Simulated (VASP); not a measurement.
Crystal: CdSe2.

```
Cd Se
1.0
     3.70730    0.00000    0.00000
     0.00000    3.70730    0.00000
     0.00000    0.00000    5.47847
Cd Se
1 2
Direct
  0.00000 0.00000 0.00000
  0.50000 0.50000 0.26417
  0.50000 0.50000 0.73583
```

- Program: VASP 6.6.1
- Task: relaxation of cell and atoms
- Functional: PBE
- Potentials or basis: VASP PAW PBE potentials, release 64 (Cd, Se)
- Cutoff: 600 eV
- k mesh: 12 × 12 × 8
- Occupations: gaussian, width 0.1 eV
- Spin: no spin polarisation

At the start: pressure 0.2 GPa; volume 25.10 Å³/atom.

Where does the relaxation end?

Over 6 steps the energy falls by 5.3 meV/atom and the volume is 25.33 Å³/atom (+0.9 %); space group P4/mmm (No. 123, to 0.05 Å).

Step by step:
```tsv
step	energy change (eV)	largest force (eV/Å)	pressure (GPa)	volume (Å³)
1	0.0000	0.2700	0.16	75.30
2	-0.0125	0.1343	0.12	75.56
3	-0.0159	0.0100	0.18	75.78
4	-0.0159	0.0002	0.17	75.77
5	-0.0160	0.0024	-0.07	76.11
6	-0.0160	0.0018	0.01	76.00
```

Final structure:
```xyz
3
Lattice="3.7515 0.0000 0.0000 0.0000 3.7515 0.0000 0.0000 0.0000 5.3997" Properties=species:S:1:pos:R:3 pbc="T T T"
Cd    0.0000    0.0000    0.0000
Se    1.8758    1.8758    1.4497
Se    1.8758    1.8758    3.9500
```
